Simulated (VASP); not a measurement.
# Zn (P6_3/mmc) in VASP: further runs

The runs below take Zn through single point, relaxation of cell and atoms, with PBE.

Program: VASP 6.6.1. These are calculated values, not measurements. Logs are shortened: lines on timing, memory, paths and dates and some standing lists are left out, and cuts for length are marked.

**1. The cell of the first run**

It takes space group P6_3/mmc (No. 194, hexagonal). The conventional cell has a = 2.645 Å, b = 2.645 Å, c = 5.032 Å, α = 90.00°, β = 90.00°, γ = 120.00°. Within 3.5 Å of Zn (site symmetry -6m2) lie 12 Zn at 2.64 to 2.94 Å.

**2. Single point, PBE**

Contents of INCAR:

```
  PREC = Accurate
  ENCUT = 520
  EDIFF = 1E-7
  ISMEAR = 0
  SIGMA = 0.1
  LREAL = F
  LASPH = T
  NELM = 60
  ALGO = Fast
  ISIF = 2
  LWAVE = F
  LCHARG = F
  GGA = PE
  NBANDS = 19
```

Contents of KPOINTS:

```
regular mesh
0
Gamma
  24 24 12
```

Contents of POSCAR:

```
Zn
1.0
    2.6449278183      0.0000000000      0.0000000000
   -1.3224639092      2.2905746818      0.0000000000
    0.0000000000      0.0000000000      5.0322568411
Zn
2
Direct
    0.3333333333      0.6666666667      0.2500000000
    0.6666666667      0.3333333333      0.7500000000
```

Potentials or basis: VASP PAW PBE potentials, release 64 (Zn).

Command:

```
$ cat potpaw_PBE.64/Zn/POTCAR > POTCAR
$ mpirun -np 1 vasp_std > vasp.out
```

OUTCAR:

```text
PREC = Accurate
   ENCUT = 520
   EDIFF = 1E-7
   ISMEAR = 0
   LREAL = F
   LASPH = T
   NELM = 60
   ISIF = 2
   GGA = PE

 ion  position               nearest neighbor table
   1  0.333  0.667  0.250-   2 2.94   2 2.94   2 2.94   2 2.94   2 2.94   2 2.94
   2  0.667  0.333  0.750-   1 2.94   1 2.94   1 2.94   1 2.94   1 2.94   1 2.94

  LATTYP: Found a hexagonal cell.
 ALAT       =     2.6449278183
 C/A-ratio  =     1.9026064932

  Lattice vectors:

 A1 = (   2.6449278183,   0.0000000000,   0.0000000000)
 A2 = (  -1.3224639092,   2.2905746818,   0.0000000000)
 A3 = (   0.0000000000,   0.0000000000,   5.0322568411)

Analysis of symmetry for initial positions (statically):
=====================================================================
 Subroutine PRICEL returns:
 Original cell was already a primitive cell.

 Routine SETGRP: Setting up the symmetry group for a
 hexagonal supercell.

 Subroutine GETGRP returns: Found 24 space group operations
 (whereof 12 operations were pure point group operations)
 out of a pool of 24 trial point group operations.

The static configuration has the point symmetry D_3d.
 The point group associated with its full space group is D_6h.

Analysis of symmetry for dynamics (positions and initial velocities):
=====================================================================
 Subroutine PRICEL returns:
 Original cell was already a primitive cell.

 Routine SETGRP: Setting up the symmetry group for a
 hexagonal supercell.

 Subroutine GETGRP returns: Found 24 space group operations
 (whereof 12 operations were pure point group operations)
 out of a pool of 24 trial point group operations.

The dynamic configuration has the point symmetry D_3d.
 The point group associated with its full space group is D_6h.

 Subroutine INISYM returns: Found 24 space group operations
 (whereof 12 operations are pure point group operations),
 and found     1 'primitive' translations

----------------------------------------------------------------------------------------

                                     Primitive cell

  volume of cell :      30.4874

  direct lattice vectors                    reciprocal lattice vectors
     2.644927818  0.000000000  0.000000000     0.378082151  0.218285832  0.000000000
    -1.322463909  2.290574682  0.000000000     0.000000000  0.436571664  0.000000000
     0.000000000  0.000000000  5.032256841     0.000000000  0.000000000  0.198717997

  length of vectors
     2.644927818  2.644927818  5.032256841     0.436571664  0.436571664  0.198717997

  position of ions in fractional coordinates (direct lattice)
     0.333333333  0.666666667  0.250000000
     0.666666667  0.333333333  0.750000000

  ion indices of the primitive-cell ions
   primitive index   ion index
                 1           1
                 2           2

----------------------------------------------------------------------------------------

 KPOINTS: regular mesh

Automatic generation of k-mesh.
 Grid dimensions read from file:
 generate k-points for:   24   24   12

 Generating k-lattice:

  Cartesian coordinates                     Fractional coordinates (reciprocal lattice)
     0.015753423  0.009095243  0.000000000     0.041666667  0.000000000  0.000000000
     0.000000000  0.018190486  0.000000000     0.000000000  0.041666667  0.000000000
     0.000000000  0.000000000  0.016559833     0.000000000  0.000000000  0.083333333

  Length of vectors
     0.018190486  0.018190486  0.016559833

  Shift w.r.t. Gamma in fractional coordinates (k-lattice)
     0.000000000  0.000000000  0.000000000

 Subroutine IBZKPT returns following result:
 ===========================================

 Found    427 irreducible k-points:

 Following reciprocal coordinates:
            Coordinates               Weight
  0.000000  0.000000  0.000000      1.000000
  0.041667  0.000000  0.000000      6.000000
  0.083333  0.000000  0.000000      6.000000
  0.125000  0.000000  0.000000      6.000000
  0.166667  0.000000  0.000000      6.000000
  0.208333 -0.000000  0.000000      6.000000
[... 16 lines left out ...]
  0.416667  0.041667  0.000000     12.000000
  0.458333  0.041667  0.000000     12.000000
 [... further k-points ...]
   k-points           NKPTS =    427   k-points in BZ     NKDIM =    427   number of bands    NBANDS=     19
   number of dos      NEDOS =    301   number of ions     NIONS =      2
   total plane-waves  NPLWV =  16000
   dimension x,y,z NGX =    20 NGY =   20 NGZ =   40
   dimension x,y,z NGXF=    40 NGYF=   40 NGZF=   80
   ions per type =               2
   NGX,Y,Z   is equivalent  to a cutoff of  12.57, 12.57, 13.21 a.u.
   NGXF,Y,Z  is equivalent  to a cutoff of  25.14, 25.14, 26.43 a.u.
 SYSTEM =  unknown system
   PREC   = accura    normal or accurate (medium, high low for compatibility)
   ISTART =      0    job   : 0-new  1-cont  2-samecut
   ICHARG =      2    charge: 1-file 2-atom 10-const
   ISPIN  =      1    spin polarized calculation?
   LNONCOLLINEAR =      F non collinear calculations
   LSORBIT =      F    spin-orbit coupling
   LASPH  =      T    aspherical Exc in radial PAW
   ENCUT  =  520.0 eV  38.22 Ry    6.18 a.u.   4.92  4.92  9.36*2*pi/ulx,y,z
   NELM   =     60;   NELMIN=  2; NELMDL= -5     # of ELM steps
   EDIFF  = 0.1E-06   stopping-criterion for ELM
   LREAL  =      F    real-space projection
   EDIFFG = 0.1E-05   stopping-criterion for IOM
   NSW    =      0    number of steps for IOM
   IBRION =     -1    ionic relax: 0-MD 1-quasi-New 2-CG
   NFREE  =      0    steps in history (QN), initial steepest desc. (CG)
   ISIF   =      2    stress and relaxation
   ISYM   =      2    0-nonsym 1-usesym 2-fastsym
   POTIM  = 0.5000    time-step for ionic-motion
   TEBEG  =    0.0;   TEEND  =   0.0 temperature during run
   PSTRESS=    0.0 pullay stress
   NELECT =      24.0000    total number of electrons
   NUPDOWN=      -1.0000    fix difference up-down
   EMIN   =  10.00;   EMAX   =-10.00  energy-range for DOS
   EFERMI =   0.00;   METHOD = LEGACY
   ISMEAR =     0;   SIGMA  =   0.10  broadening in eV -4-tet -1-fermi 0-gaus
   EFERMI_NEDOS =   21; number of points for ismear=-14 and -15
   IALGO  =     68    algorithm
   IMIX   =      4    mixing-type and parameters
     AMIX     =   0.40;   BMIX     =  1.00
     AMIX_MAG =   1.60;   BMIX_MAG =  1.00
  volume/ion in A,a.u.               =      15.24       102.87
  Fermi-wavevector in a.u.,A,eV,Ry     =   1.511605  2.856519 31.088613  2.284949
  Thomas-Fermi vector in A             =   2.621640
   LORBIT       =      0    0 simple, 1 ext, 2 COOP (PROOUT), +10 PAW based schemes
   GGA     = PE    functional components
   LHFCALC =     F    Hartree Fock is set to
   AEXX    =    0.0000 exact exchange contribution
   IVDW    =     0    specifies the selected vdW correction
   LEPSILON=     F    determine dielectric tensor
   LRPA    =     F    only Hartree local field effects (RPA)
 non-spin polarized calculation
 RMM-DIIS sequential band-by-band and
 Gauss-broadening in eV      SIGMA  =   0.10
  energy-cutoff  :      520.00
  volume of cell :       30.49
 maximum number of plane-waves:       843
 NGX is ok and might be reduce to    20
   NGX =  9   NGY =  9   NGZ = 19

 number of electron      24.0000020 magnetization

 Free energy of the ion-electron system (eV)
  ---------------------------------------------------
  ext. energy  EPLUGINS =         0.00000000
  ---------------------------------------------------
  free energy    TOTEN  =        -2.21777819 eV

  energy without entropy =       -2.21587780  energy(sigma->0) =       -2.21682800

 E-fermi :   3.0687     XC(G=0): -11.5336

 val. band max:        3.0507955327   @ k =   0.0000   0.0000   0.2500
 cond. band min:       3.0724931859   @ k =   0.3333   0.2917   0.4167
 fundamental gap:      0.0216976533
 Fermi energy:         3.0687278944

 k-point     1 :       0.0000    0.0000    0.0000
  band No.  band energies     occupation
      1      -7.2966      2.00000
      2      -5.5617      2.00000
      3      -4.8579      2.00000
      4      -4.5980      2.00000
      5      -4.5980      2.00000
      6      -4.5540      2.00000
[... 11 lines left out ...]
     18      22.5936      0.00000
     19      22.6107      0.00000

 k-point     2 :       0.0417    0.0000    0.0000
  band No.  band energies     occupation
      1      -7.2441      2.00000
      2      -5.5375      2.00000
      3      -4.8516      2.00000
      4      -4.6041      2.00000
      5      -4.5855      2.00000
      6      -4.5602      2.00000
[... 11 lines left out ...]
     18      21.7825      0.00000
     19      23.1911      0.00000

 k-point     3 :       0.0833    0.0000    0.0000
  band No.  band energies     occupation
      1      -7.0874      2.00000
      2      -5.4683      2.00000
      3      -4.8345      2.00000
      4      -4.6201      2.00000
      5      -4.5763      2.00000
      6      -4.5484      2.00000
[... 11 lines left out ...]
     18      21.1876      0.00000
     19      23.1975      0.00000

 k-point     4 :       0.1250    0.0000    0.0000
  band No.  band energies     occupation
      1      -6.8303      2.00000
      2      -5.3655      2.00000
      3      -4.8124      2.00000
      4      -4.6411      2.00000
      5      -4.5908      2.00000
      6      -4.4890      2.00000
[... 11 lines left out ...]
     18      20.5114      0.00000
     19      21.7897      0.00000

 k-point     5 :       0.1667    0.0000    0.0000
  band No.  band energies     occupation
      1      -6.4823      2.00000
      2      -5.2515      2.00000
      3      -4.7929      2.00000
      4      -4.6643      2.00000
      5      -4.5752      2.00000
      6      -4.4498      2.00000
[... 11 lines left out ...]
     18      19.6707      0.00000
     19      20.4764      0.00000

 k-point     6 :       0.2083   -0.0000    0.0000
  band No.  band energies     occupation
      1      -6.0673      2.00000
      2      -5.1639      2.00000
      3      -4.7653      2.00000
      4      -4.6750      2.00000
      5      -4.5862      2.00000
      6      -4.5034      2.00000
[... 11 lines left out ...]
     18      18.9719      0.00000
     19      19.2021      0.00000

 k-point     7 :       0.2500    0.0000    0.0000
  band No.  band energies     occupation
      1      -5.6533      2.00000
      2      -5.1364      2.00000
      3      -4.7170      2.00000
      4      -4.7145      2.00000
      5      -4.6234      2.00000
      6      -4.3992      2.00000
[... 11 lines left out ...]
     18      18.5996      0.00000
     19      18.8144      0.00000

 k-point     8 :       0.2917    0.0000    0.0000
  band No.  band energies     occupation
      1      -5.3794      2.00000
      2      -5.1561      2.00000
      3      -4.8269      2.00000
      4      -4.6542      2.00000
      5      -4.4915      2.00000
      6      -4.4601      2.00000
[... 256 lines left out ...]
 k-point    20 :       0.2917    0.0417    0.0000
  band No.  band energies     occupation
      1      -5.2921      2.00000
      2      -5.1570      2.00000
      3      -4.8755      2.00000
      4      -4.6167      2.00000
      5      -4.4963      2.00000
      6      -4.4449      2.00000
[... 11 lines left out ...]
     18      19.0639      0.00000
     19      19.3417      0.00000

 k-point    21 :       0.3333    0.0417    0.0000
  band No.  band energies     occupation
      1      -5.2694      2.00000
      2      -5.1887      2.00000
      3      -4.9565      2.00000
      4      -4.5493      2.00000
      5      -4.5449      2.00000
      6      -4.3832      2.00000
[... 11 lines left out ...]
     18      18.7707      0.00000
     19      18.8795      0.00000

 k-point    22 :       0.3750    0.0417    0.0000
  band No.  band energies     occupation
      1      -5.2927      2.00000
      2      -5.2152      2.00000
      3      -5.0169      2.00000
      4      -4.5847      2.00000
      5      -4.4942      2.00000
      6      -4.4049      2.00000
[... 11 lines left out ...]
     18      18.4568      0.00000
     19      18.6145      0.00000

 k-point    23 :       0.4167    0.0417    0.0000
  band No.  band energies     occupation
      1      -5.3183      2.00000
      2      -5.2364      2.00000
      3      -5.0569      2.00000
      4      -4.6129      2.00000
      5      -4.4554      2.00000
      6      -4.4200      2.00000
[... 11 lines left out ...]
     18      18.2093      0.00000
     19      18.4693      0.00000

 k-point    24 :       0.4583    0.0417    0.0000
  band No.  band energies     occupation
      1      -5.3331      2.00000
      2      -5.2484      2.00000
      3      -5.0768      2.00000
      4      -4.6275      2.00000
      5      -4.4353      2.00000
      6      -4.4277      2.00000
[... 11 lines left out ...]
     18      18.0818      0.00000
     19      18.3987      0.00000

 [... further k-points ...]

------------------------ aborting loop because EDIFF is reached ----------------------------------------

  FORCE on cell =-STRESS in cart. coord.  units (eV):
  Direction    XX          YY          ZZ          XY          YZ          ZX
  --------------------------------------------------------------------------------------
  -------------------------------------------------------------------------------------
  Total        0.0782860      0.0782860      0.0286053     -0.0000000      0.0000000      0.0000000
  in kB        4.1140889      4.1140889      1.5032684     -0.0000000      0.0000000      0.0000000
  external PRESSURE =       3.2438154 kB  Pullay stress =       0.0000000 kB

 VOLUME and BASIS-vectors are now :
 -----------------------------------------------------------------------------
  energy-cutoff  :      520.00
  volume of cell :       30.49
      direct lattice vectors                 reciprocal lattice vectors
     2.644927818  0.000000000  0.000000000     0.378082151  0.218285832  0.000000000
    -1.322463909  2.290574682  0.000000000     0.000000000  0.436571664  0.000000000
     0.000000000  0.000000000  5.032256841     0.000000000  0.000000000  0.198717997

 POSITION                                       TOTAL-FORCE (eV/Angst)
 -----------------------------------------------------------------------------------
     -0.00000      1.52705      1.25806         0.000000     -0.000000     -0.000000
      1.32246      0.76352      3.77419        -0.000000      0.000000      0.000000
 -----------------------------------------------------------------------------------
    total drift:                               -0.000000      0.000000      0.000000

  FREE ENERGIE OF THE ION-ELECTRON SYSTEM (eV)
  ---------------------------------------------------
  free  energy   TOTEN  =        -2.2177781898 eV

  energy  without entropy=       -2.2158778011  energy(sigma->0) =       -2.21682800
```

It took 5.1 min on 1 thread of Intel Xeon 8259CL, shared host; peak memory 0.3 GiB.

Results:

| Item | Value |
| --- | --- |
| Free energy | -2.2178 eV |
| Pressure | 0.3 GPa |
| Band gap on the k mesh | zero (bands 12 and 13 overlap by 4.84 eV) |

**3. Relaxation of cell and atoms, PBE**

This run uses another cell than the first one, of 15.21 Å³/atom.

Contents of INCAR:

```
SYSTEM = Zn
ALGO = Fast
EDIFF = 1E-7
EDIFFG = -0.01
ENCUT = 600
GGA = PE
IBRION = 2
ISIF = 3
ISMEAR = 0
LASPH = .TRUE.
LCHARG = .FALSE.
LREAL = .FALSE.
LWAVE = .FALSE.
NELM = 100
NSW = 100
PREC = Accurate
SIGMA = 0.1
```

Contents of KPOINTS:

```
k-points
0
G
  24 24 12
  0 0 0
```

Contents of POSCAR:

```
Zn
1.0
    2.6647980532      0.0000000000      0.0000000000
   -1.3323990266      2.3077828100      0.0000000000
    0.0000000000      0.0000000000      4.9467000000
Zn
2
Direct
    0.3333333333      0.6666666667      0.2500000000
    0.6666666667      0.3333333333      0.7500000000
```

Potentials or basis: VASP PAW PBE potentials, release 64 (Zn).

Command:

```
$ cat potpaw_PBE.64/Zn/POTCAR > POTCAR
$ mpirun -np 1 vasp_std > vasp.out
```

Wall time 17 min (1 thread of Intel Xeon 8259CL, shared host); peak memory 0.35 GiB.

It converged, with:

```yaml
Free_energy: -2.2173 eV
Relaxed_volume: 15.30 Å³/atom
Relaxed_cell: a = 2.649 Å, b = 2.649 Å, c = 5.035 Å, α = 90.00°, β = 90.00°, γ = 120.00°
Space_group_after_relaxing_to_0.1_Å: P6_3/mmc (No. 194)
Energy_gained_by_relaxing: 1.4 meV/atom
Ionic_steps: 5
Pressure_after_relaxing: 0.0 GPa
Band_gap_on_the_k_mesh: zero (bands 12 and 13 overlap by 4.82 eV)
```

Step by step:
| step | energy change (eV) | largest force (eV/Å) | pressure (GPa) | volume (Å³) |
| --- | --- | --- | --- | --- |
| 1 | 0.0000 | 0.0000 | -0.10 | 30.42 |
| 2 | -0.0016 | 0.0000 | 0.19 | 30.38 |
| 3 | -0.0021 | 0.0000 | 0.79 | 30.30 |
| 4 | -0.0023 | 0.0000 | 0.57 | 30.33 |
| 5 | -0.0027 | 0.0000 | -0.03 | 30.60 |

Final structure:
```xyz
2
Lattice="2.6490 0.0000 0.0000 -1.3245 2.2941 0.0000 0.0000 0.0000 5.0352" Properties=species:S:1:pos:R:3 pbc="T T T"
Zn    0.0000    1.5294    1.2588
Zn    1.3245    0.7647    3.7764
```

Levels at points of the mesh, in eV from the Fermi level:
| k point | band 9 | band 10 | band 11 | band 12 | band 13 | band 14 | band 15 | band 16 |
| --- | --- | --- | --- | --- | --- | --- | --- | --- |
| (0.00, 0.00, 0.00) | -7.26 | -7.08 | -7.08 | -3.68 | -3.29 | 12.81 | 16.56 | 17.86 |
| (0.50, 0.00, 0.00) | -6.88 | -6.86 | -2.72 | -2.03 | 2.48 | 3.57 | 3.95 | 5.68 |
| (0.00, 0.00, 0.50) | -7.16 | -7.16 | -7.16 | -7.16 | 4.15 | 4.15 | 19.09 | 19.09 |
| (0.50, 0.00, 0.50) | -6.87 | -6.87 | -1.79 | -1.79 | 0.21 | 0.21 | 9.82 | 9.82 |

PBE usually gives volumes a little too large and moduli too small. Zero-point motion and thermal expansion aren't in these numbers.
